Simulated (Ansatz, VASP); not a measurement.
## CdF2: VASP beside Ansatz

File POSCAR:

```
CdF2
1.0
    0.0000000000      2.6940000000      2.6940000000
    2.6940000000      0.0000000000      2.6940000000
    2.6940000000      2.6940000000      0.0000000000
Cd F
1 2
Direct
    0.0000000000      0.0000000000      0.0000000000
    0.7500000000      0.7500000000      0.7500000000
    0.2500000000      0.2500000000      0.2500000000
```

The input INCAR.step1:

```
PREC = Accurate
ENCUT = 660
ISMEAR = -1
SIGMA = 0.05
LREAL = F
LASPH = T
NELM = 120
NBANDS = 24
GGA = PE
ALGO = Normal
EDIFF = 1E-5
LWAVE = T
LCHARG = F
GGA_COMPAT = F
```

File INCAR.step2:

```
PREC = Accurate
ENCUT = 660
EDIFF = 1E-6
ISMEAR = -1
SIGMA = 0.05
LREAL = F
LASPH = T
NELM = 120
ALGO = Normal
ISIF = 2
LWAVE = F
LCHARG = F
METAGGA = R2SCAN
LMIXTAU = T
NBANDS = 24
ISTART = 1
GGA_COMPAT = F
```

Contents of KPOINTS:

```
regular mesh
0
Gamma
  9 9 9
```

File input.yaml:

```yaml
crystal:
  lattice:
    - [0.0, 2.694, 2.694]
    - [2.694, 0.0, 2.694]
    - [2.694, 2.694, 0.0]
  atoms:
    - { symbol: Cd, position: [0.0, 0.0, 0.0] }
    - { symbol: F, position: [0.75, 0.75, 0.75] }
    - { symbol: F, position: [0.25, 0.25, 0.25] }
hamiltonian:
  xc: r2scan
  pseudopotentials: { kind: paw }
kpoints:
  mp_grid: { grid: [9, 9, 9] }
  band_path:
    path:
      - [[0.0, 0.0, 0.0], [0.5, 0.0, 0.5], [0.5, 0.25, 0.75], [0.375, 0.375, 0.75], [0.0, 0.0, 0.0], [0.5, 0.5, 0.5], [0.625, 0.25, 0.625], [0.5, 0.25, 0.75], [0.5, 0.5, 0.5], [0.375, 0.375, 0.75]]
      - [[0.625, 0.25, 0.625], [0.5, 0.0, 0.5]]
    npoints: 14
scf:
  occupations: { method: fermi_dirac, width: 0.05 }
  n_extra_bands: 7
output:
  forces: true
  stress: true
  eigenvalues: true
  fatbands: false
```

Alike in both runs: functional r2SCAN; k mesh 9 × 9 × 9; occupations fermi-dirac, width 0.05 eV; no spin polarisation.

```csv
,VASP,Ansatz
version,VASP 6.6.1,Ansatz 0.2.0
potentials or method,"VASP PAW PBE potentials, release 64 (Cd_sv_GW, F)",Ansatz PAW
plane-wave cutoff (eV),660,500
valence electrons in the cell,34,34
task,single point,band structure
```

```tsv
	VASP	Ansatz	Ansatz less VASP
gap on the k mesh at the Fermi level (eV)	3.82	3.82	+0.007
least direct gap on the mesh (eV)	4.30	4.31	+0.003
pressure (GPa)	-0.5	0.0	+0.53
```

VASP's potentials were made for PBE, not for r2SCAN. With one functional, cell and mesh, what is left measures potentials, basis and numerics.
